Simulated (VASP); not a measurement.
# Al12N in VASP: relaxation of the atoms with LDA

Aim: the relaxation of the atoms of Al12N with LDA.

Everything below comes from runs of VASP 6.6.1. Logs are shortened: lines on timing, memory, paths and dates and some standing lists are left out, and cuts for length are marked.

### Step 1. The cell of the first run

The cell holds a slab with vacuum, 13 atoms: a = 5.634 Å, b = 5.634 Å, c = 20.032 Å, α = 90.00°, β = 90.00°, γ = 120.00°.

### Step 2. Relaxation of the atoms, LDA

INCAR

```
SYSTEM = Al12N
PREC = Accurate
ENCUT = 520
EDIFF = 1E-7
ISMEAR = 0
SIGMA = 0.1
LREAL = .FALSE.
LASPH = .TRUE.
NELM = 120
ALGO = Normal
ISIF = 2
LWAVE = .FALSE.
LCHARG = .FALSE.
LDIPOL = .TRUE.
IDIPOL = 3
DIPOL = 0.5 0.5 0.324
IBRION = 2
NSW = 36
EDIFFG = -0.025
GGA_COMPAT = .FALSE.
NELMIN = 4
NELMDL = -8
```

KPOINTS

```
regular mesh
0
G
  6 6 1
  0 0 0
```

POSCAR

```
Al12N
1.0
    5.6336864727      0.0000000000      0.0000000000
   -2.8168432363      4.8789156023      0.0000000000
    0.0000000000      0.0000000000     20.0321727095
Al N
12 1
Selective dynamics
Direct
    0.3333333333      0.1666666667      0.1996787896  F F F
    0.3333333333      0.6666666667      0.1996787896  F F F
    0.8333333333      0.1666666667      0.1996787896  F F F
    0.8333333333      0.6666666667      0.1996787896  F F F
    0.1666666667      0.3333333333      0.3128097176  F F F
    0.1666666667      0.8333333333      0.3128097176  F F F
    0.6666666667      0.3333333333      0.3128097176  F F F
    0.6666666667      0.8333333333      0.3128097176  F F F
    0.0000000000      0.0000000000      0.4259234799  F F F
    0.0000000000      0.5000000000      0.4259234799  F F F
    0.5000000000      0.0000000000      0.4259234799  F F F
    0.5000000000      0.5000000000      0.4259234799  F F F
    0.3333333333      0.1666666667      0.4635537280  F F T
```

Potentials or basis: VASP PAW LDA potentials, release 64 (Al, N).

Command:

```bash
cat potpaw_LDA.64/Al/POTCAR potpaw_LDA.64/N/POTCAR > POTCAR
mpirun -np 1 vasp_std > vasp.out
```

OUTCAR:

```text
SYSTEM = Al12N
   PREC = Accurate
   ENCUT = 520
   EDIFF = 1E-7
   ISMEAR = 0
   LREAL = .FALSE.
   LASPH = .TRUE.
   NELM = 120
   ISIF = 2
   IBRION = 2
   NSW = 36
   EDIFFG = -0.025
   NELMIN = 4
   NELMDL = -8

 ion  position               nearest neighbor table
   1  0.333  0.167  0.200-   5 2.79   6 2.79   7 2.79   2 2.82   2 2.82   3 2.82   3 2.82   4 2.82
                             4 2.82
   2  0.333  0.667  0.200-   6 2.79   5 2.79   8 2.79   1 2.82   1 2.82   4 2.82   4 2.82   3 2.82
                             3 2.82
   3  0.833  0.167  0.200-   7 2.79   8 2.79   5 2.79   4 2.82   4 2.82   1 2.82   1 2.82   2 2.82
                             2 2.82
   4  0.833  0.667  0.200-   8 2.79   7 2.79   6 2.79   3 2.82   3 2.82   2 2.82   2 2.82   1 2.82
                             1 2.82
   5  0.167  0.333  0.313-   9 2.79  12 2.79  10 2.79   1 2.79   2 2.79   3 2.79   6 2.82   6 2.82
                             7 2.82   7 2.82   8 2.82   8 2.82
   6  0.167  0.833  0.313-  10 2.79  11 2.79   9 2.79   2 2.79   1 2.79   4 2.79   5 2.82   5 2.82
                             8 2.82   8 2.82   7 2.82   7 2.82
   7  0.667  0.333  0.313-  11 2.79  10 2.79  12 2.79   3 2.79   4 2.79   1 2.79   8 2.82   8 2.82
                             5 2.82   5 2.82   6 2.82   6 2.82
   8  0.667  0.833  0.313-  12 2.79   9 2.79  11 2.79   4 2.79   3 2.79   2 2.79   7 2.82   7 2.82
                             6 2.82   6 2.82   5 2.82   5 2.82
   9  0.000  0.000  0.426-  13 1.79   5 2.79   8 2.79   6 2.79  10 2.82  10 2.82  11 2.82  11 2.82
                            12 2.82  12 2.82
  10  0.000  0.500  0.426-   6 2.79   7 2.79   5 2.79   9 2.82   9 2.82  12 2.82  12 2.82  11 2.82
                            11 2.82
  11  0.500  0.000  0.426-  13 1.79   7 2.79   6 2.79   8 2.79  12 2.82  12 2.82   9 2.82   9 2.82
                            10 2.82  10 2.82
  12  0.500  0.500  0.426-  13 1.79   8 2.79   5 2.79   7 2.79  11 2.82  11 2.82  10 2.82  10 2.82
                             9 2.82   9 2.82
  13  0.333  0.167  0.464-  12 1.79   9 1.79  11 1.79

  LATTYP: Found a hexagonal cell.
 ALAT       =     5.6336864727
 C/A-ratio  =     3.5557840868

  Lattice vectors:

 A1 = (   5.6336864727,   0.0000000000,   0.0000000000)
 A2 = (  -2.8168432363,   4.8789156023,   0.0000000000)
 A3 = (   0.0000000000,   0.0000000000,  20.0321727095)

Analysis of symmetry for initial positions (statically):
=====================================================================
 Subroutine PRICEL returns:
 Original cell was already a primitive cell.

 Routine SETGRP: Setting up the symmetry group for a
 hexagonal supercell.

 Subroutine GETGRP returns: Found  6 space group operations
 (whereof  2 operations were pure point group operations)
 out of a pool of 24 trial point group operations.

The static configuration has the point symmetry C_1h.
 The point group associated with its full space group is C_3v.

Analysis of symmetry for dynamics (positions and initial velocities):
=====================================================================
 Subroutine PRICEL returns:
 Original cell was already a primitive cell.

 Routine SETGRP: Setting up the symmetry group for a
 hexagonal supercell.

 Subroutine GETGRP returns: Found  6 space group operations
 (whereof  2 operations were pure point group operations)
 out of a pool of 24 trial point group operations.

The dynamic configuration has the point symmetry C_1h.
 The point group associated with its full space group is C_3v.

Analysis of constrained symmetry for selective dynamics:
=====================================================================
 Subroutine PRICEL returns:
 Original cell was already a primitive cell.

 Routine SETGRP: Setting up the symmetry group for a
 hexagonal supercell.

 Subroutine GETGRP returns: Found  6 space group operations
 (whereof  2 operations were pure point group operations)
 out of a pool of 24 trial point group operations.

The constrained configuration has the point symmetry C_1h.
 The point group associated with its full space group is C_3v.

 Subroutine INISYM returns: Found  6 space group operations
 (whereof  2 operations are pure point group operations),
 and found     1 'primitive' translations

----------------------------------------------------------------------------------------

                                     Primitive cell

  volume of cell :     550.6099

  direct lattice vectors                    reciprocal lattice vectors
     5.633686473  0.000000000  0.000000000     0.177503666  0.102481789  0.000000000
    -2.816843236  4.878915602  0.000000000     0.000000000  0.204963578  0.000000000
     0.000000000  0.000000000 20.032172709     0.000000000  0.000000000  0.049919697

  length of vectors
     5.633686473  5.633686473 20.032172709     0.204963578  0.204963578  0.049919697

  position of ions in fractional coordinates (direct lattice)
     0.333333333  0.166666667  0.199678790
     0.333333333  0.666666667  0.199678790
     0.833333333  0.166666667  0.199678790
     0.833333333  0.666666667  0.199678790
     0.166666667  0.333333333  0.312809718
     0.166666667  0.833333333  0.312809718
     0.666666667  0.333333333  0.312809718
     0.666666667  0.833333333  0.312809718
     0.000000000  0.000000000  0.425923480
     0.000000000  0.500000000  0.425923480
     0.500000000  0.000000000  0.425923480
     0.500000000  0.500000000  0.425923480
     0.333333333  0.166666667  0.463553728

  ion indices of the primitive-cell ions
   primitive index   ion index
                 1           1
                 2           2
                 3           3
                 4           4
                 5           5
                 6           6
                 7           7
                 8           8
                 9           9
                10          10
                11          11
                12          12
                13          13

----------------------------------------------------------------------------------------

 KPOINTS: regular mesh

Automatic generation of k-mesh.
 Grid dimensions read from file:
 generate k-points for:    6    6    1

 Generating k-lattice:

  Cartesian coordinates                     Fractional coordinates (reciprocal lattice)
     0.029583944  0.017080298  0.000000000     0.166666667  0.000000000  0.000000000
     0.000000000  0.034160596  0.000000000     0.000000000  0.166666667  0.000000000
     0.000000000  0.000000000  0.049919697     0.000000000  0.000000000  1.000000000

  Length of vectors
     0.034160596  0.034160596  0.049919697

  Shift w.r.t. Gamma in fractional coordinates (k-lattice)
     0.000000000  0.000000000  0.000000000

 Subroutine IBZKPT returns following result:
 ===========================================

 Found      7 irreducible k-points:

 Following reciprocal coordinates:
            Coordinates               Weight
  0.000000  0.000000  0.000000      1.000000
  0.166667 -0.000000  0.000000      6.000000
  0.333333 -0.000000  0.000000      6.000000
  0.500000 -0.000000  0.000000      3.000000
  0.166667  0.166667  0.000000      6.000000
  0.333333  0.166667  0.000000     12.000000
  0.333333  0.333333  0.000000      2.000000
   k-points           NKPTS =      7   k-points in BZ     NKDIM =      7   number of bands    NBANDS=     27
   number of dos      NEDOS =    301   number of ions     NIONS =     13
   total plane-waves  NPLWV = 264600
   dimension x,y,z NGX =    42 NGY =   42 NGZ =  150
   dimension x,y,z NGXF=    84 NGYF=   84 NGZF=  300
   ions per type =              12   1
   NGX,Y,Z   is equivalent  to a cutoff of  12.39, 12.39, 12.45 a.u.
   NGXF,Y,Z  is equivalent  to a cutoff of  24.79, 24.79, 24.90 a.u.
 SYSTEM =  Al12N
   PREC   = accura    normal or accurate (medium, high low for compatibility)
   ISTART =      0    job   : 0-new  1-cont  2-samecut
   ICHARG =      2    charge: 1-file 2-atom 10-const
   ISPIN  =      1    spin polarized calculation?
   LNONCOLLINEAR =      F non collinear calculations
   LSORBIT =      F    spin-orbit coupling
   LASPH  =      T    aspherical Exc in radial PAW
   ENCUT  =  520.0 eV  38.22 Ry    6.18 a.u.  10.47 10.47 37.25*2*pi/ulx,y,z
   NELM   =    120;   NELMIN=  4; NELMDL= -8     # of ELM steps
   EDIFF  = 0.1E-06   stopping-criterion for ELM
   LREAL  =      F    real-space projection
   EDIFFG = -.3E-01   stopping-criterion for IOM
   NSW    =     36    number of steps for IOM
   IBRION =      2    ionic relax: 0-MD 1-quasi-New 2-CG
   NFREE  =      1    steps in history (QN), initial steepest desc. (CG)
   ISIF   =      2    stress and relaxation
   ISYM   =      2    0-nonsym 1-usesym 2-fastsym
   POTIM  = 0.5000    time-step for ionic-motion
   TEBEG  =    0.0;   TEEND  =   0.0 temperature during run
   PSTRESS=    0.0 pullay stress
   NELECT =      41.0000    total number of electrons
   NUPDOWN=      -1.0000    fix difference up-down
   EMIN   =  10.00;   EMAX   =-10.00  energy-range for DOS
   EFERMI =   0.00;   METHOD = LEGACY
   ISMEAR =     0;   SIGMA  =   0.10  broadening in eV -4-tet -1-fermi 0-gaus
   EFERMI_NEDOS =   21; number of points for ismear=-14 and -15
   IALGO  =     38    algorithm
   IMIX   =      4    mixing-type and parameters
     AMIX     =   0.40;   BMIX     =  1.00
     AMIX_MAG =   1.60;   BMIX_MAG =  1.00
  volume/ion in A,a.u.               =      42.35       285.82
  Fermi-wavevector in a.u.,A,eV,Ry     =   0.688739  1.301528  6.454082  0.474362
  Thomas-Fermi vector in A             =   1.769625
   LORBIT       =      0    0 simple, 1 ext, 2 COOP (PROOUT), +10 PAW based schemes
   GGA     = CA    functional components
   LHFCALC =     F    Hartree Fock is set to
   AEXX    =    0.0000 exact exchange contribution
   IVDW    =     0    specifies the selected vdW correction
   LEPSILON=     F    determine dielectric tensor
   LRPA    =     F    only Hartree local field effects (RPA)
 conjugate gradient relaxation of ions
 non-spin polarized calculation
 Gauss-broadening in eV      SIGMA  =   0.10
  energy-cutoff  :      520.00
  volume of cell :      550.61
 maximum number of plane-waves:     14919
 NGX is ok and might be reduce to    42
   NGX = 21   NGY = 21   NGZ = 75

 dipolmoment           0.000000      0.000000     -0.220532 electrons x Angstroem

--------------------------------------- Ionic step        1  -------------------------------------------

 number of electron      41.0000002 magnetization

 Free energy of the ion-electron system (eV)
  ---------------------------------------------------
  ext. energy  EPLUGINS =         0.00000000
  ---------------------------------------------------
  free energy    TOTEN  =       -57.28089741 eV

  energy without entropy =      -57.26865004  energy(sigma->0) =      -57.27477372

------------------------ aborting loop because EDIFF is reached ----------------------------------------

  FORCE on cell =-STRESS in cart. coord.  units (eV):
  Direction    XX          YY          ZZ          XY          YZ          ZX
  --------------------------------------------------------------------------------------
  -------------------------------------------------------------------------------------
  Total       -1.4432045     -1.4432045      3.8904157     -0.0000000     -0.0000000     -0.0000000
  in kB       -4.1994694     -4.1994694     11.3204204     -0.0000000     -0.0000000     -0.0000000
  external PRESSURE =       0.9738272 kB  Pullay stress =       0.0000000 kB
[... 81 lines left out ...]
--------------------------------------- Ionic step        3  -------------------------------------------

 number of electron      41.0000002 magnetization

 dipolmoment           0.000000      0.000000      0.114307 electrons x Angstroem

 Free energy of the ion-electron system (eV)
  ---------------------------------------------------
  ext. energy  EPLUGINS =         0.00000000
  ---------------------------------------------------
  free energy    TOTEN  =       -57.30996465 eV

  energy without entropy =      -57.29789757  energy(sigma->0) =      -57.30393111

 E-fermi :  -0.0992     XC(G=0):  -4.6099

 val. band max:       -0.1356461609   @ k =   0.0000   0.0000   0.0000
 cond. band min:       0.1363006016   @ k =   0.3333   0.1667   0.0000
 fundamental gap:      0.2719467625
 Fermi energy:        -0.0992057043

 k-point     1 :       0.0000    0.0000    0.0000
  band No.  band energies     occupation
      1     -14.5814      2.00000
      2     -10.6719      2.00000
      3      -8.6006      2.00000
      4      -5.8526      2.00000
      5      -5.5116      2.00000
      6      -5.5116      2.00000
[... 199 lines left out ...]
     26       2.4959      0.00000
     27       2.5201      0.00000

------------------------ aborting loop because EDIFF is reached ----------------------------------------

 vacuum level on the upper side and lower side of the slab       (xc-potential included)         0.343        -0.392

  FORCE on cell =-STRESS in cart. coord.  units (eV):
  Direction    XX          YY          ZZ          XY          YZ          ZX
  --------------------------------------------------------------------------------------
  -------------------------------------------------------------------------------------
  Total       -2.5855379     -2.5855379      3.1456231     -0.0000000     -0.0000000      0.0000000
  in kB       -7.5234573     -7.5234573      9.1532059     -0.0000000     -0.0000000      0.0000000
  external PRESSURE =      -1.9645695 kB  Pullay stress =       0.0000000 kB
[... 28 lines left out ...]
  FREE ENERGIE OF THE ION-ELECTRON SYSTEM (eV)
  ---------------------------------------------------
  free  energy   TOTEN  =       -57.3099646450 eV

  energy  without entropy=      -57.2978975705  energy(sigma->0) =      -57.30393111

 reached required accuracy - stopping structural energy minimisation

 vacuum level on the upper side and lower side of the slab         4.904         4.151
```

Wall time 6 min (1 thread of Intel Xeon Platinum 8488C (Sapphire Rapids), shared host); peak memory 0.48 GiB.

What came out:

```yaml
Free_energy: -57.3100 eV
Energy_gained_by_relaxing: 2.2 meV/atom
Ionic_steps: 3
Band_gap_on_the_k_mesh: zero (an odd number of electrons rules out a gap without spin polarisation)
```

Step by step:
```csv
step,energy change (eV),largest force on free atoms (eV/Å),pressure (GPa)
1,0.0000,0.8187,0.10
2,-0.0234,0.3637,-0.07
3,-0.0291,0.0033,-0.20
```

Final structure:
```xyz
13
Lattice="5.6337 0.0000 0.0000 -2.8168 4.8789 0.0000 0.0000 0.0000 20.0322" Properties=species:S:1:pos:R:3 pbc="T T T"
Al    1.4084    0.8132    4.0000
Al    0.0000    3.2526    4.0000
Al    4.2253    0.8132    4.0000
Al    2.8168    3.2526    4.0000
Al    0.0000    1.6263    6.2663
Al   -1.4084    4.0658    6.2663
Al    2.8168    1.6263    6.2663
Al    1.4084    4.0658    6.2663
Al    0.0000    0.0000    8.5322
Al   -1.4084    2.4395    8.5322
Al    2.8168    0.0000    8.5322
Al    1.4084    2.4395    8.5322
N     1.4084    0.8132    9.3571
```

The gap in the log of VASP goes by the Fermi energy; the results here count the filled bands.